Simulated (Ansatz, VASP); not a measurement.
One calculation of Cu, two programs

POSCAR

```
Cu
1.0
    2.4327328030      0.0000000000      0.0000000000
   -1.2163664015      2.1068084080      0.0000000000
    0.0000000000      0.0000000000      4.4415766800
Cu
2
Direct
    0.3333333333      0.6666666667      0.2500000000
    0.6666666667      0.3333333333      0.7500000000
```

File INCAR.step1:

```
SYSTEM = Cu
ALGO = Normal
EDIFF = 1E-4
ENCUT = 520
GGA = PE
ISMEAR = 0
LASPH = .True.
LCHARG = .False.
LREAL = .False.
LWAVE = .True.
NBANDS = 18
NELM = 100
PREC = Accurate
SIGMA = 0.15
```

File INCAR.step2:

```
SYSTEM = Cu
ALGO = Normal
EDIFF = 1E-7
ENCUT = 520
ISIF = 2
ISMEAR = 0
ISTART = 1
LASPH = .True.
LCHARG = .False.
LMIXTAU = .True.
LREAL = .False.
LWAVE = .False.
METAGGA = R2SCAN
NBANDS = 18
NELM = 100
PREC = Accurate
SIGMA = 0.15
```

The input KPOINTS:

```
k-points
0
Gamma
  24 24 12
  0 0 0
```

Input for Ansatz:

```yaml
crystal:
  lattice:
    - [2.432732803, 0.0, 0.0]
    - [-1.2163664015, 2.106808408, 0.0]
    - [0.0, 0.0, 4.44157668]
  atoms:
    - { symbol: Cu, position: [0.3333333333, 0.6666666667, 0.25] }
    - { symbol: Cu, position: [0.6666666667, 0.3333333333, 0.75] }
basis:
  ecutwfc: 500
kpoints:
  mp_grid: { grid: [24, 24, 12] }
hamiltonian:
  xc: r2scan
scf:
  occupations: { method: gaussian, width: 0.15 }
output:
  forces: true
  stress: true
  eigenvalues: true
```

Change from the starting cell: strain -0.040 along x and y, +0.080 along z, atoms carried along.

Alike in both runs: task single point; functional r2SCAN; k mesh 24 × 24 × 12; occupations gaussian, width 0.15 eV; no spin polarisation.

|  | VASP | Ansatz |
| --- | --- | --- |
| version | VASP 6.6.1 | Ansatz 0.2.0 |
| potentials or method | VASP PAW PBE potentials, release 64 (Cu), cutoff 520 eV | scalar-relativistic, plane waves, PAW |
| valence electrons in the cell | 22 | 38 |

```csv
,VASP,Ansatz,Ansatz less VASP
gap on the k mesh at the Fermi level (eV),none,none,-
pressure (GPa),4.1,3.5,-0.65
"traceless stress, the component that is largest in VASP (GPa)",-14.46,-14.39,+0.070
```

VASP's potentials were made for PBE, not for r2SCAN. A gap of «none» marks a metal or a gap that the smearing closes. With one functional, cell and mesh, what is left measures potentials, basis and numerics. VASP's potentials hold 22 valence electrons a cell and Ansatz's 38, so a difference there can come from the potentials and not from the codes.
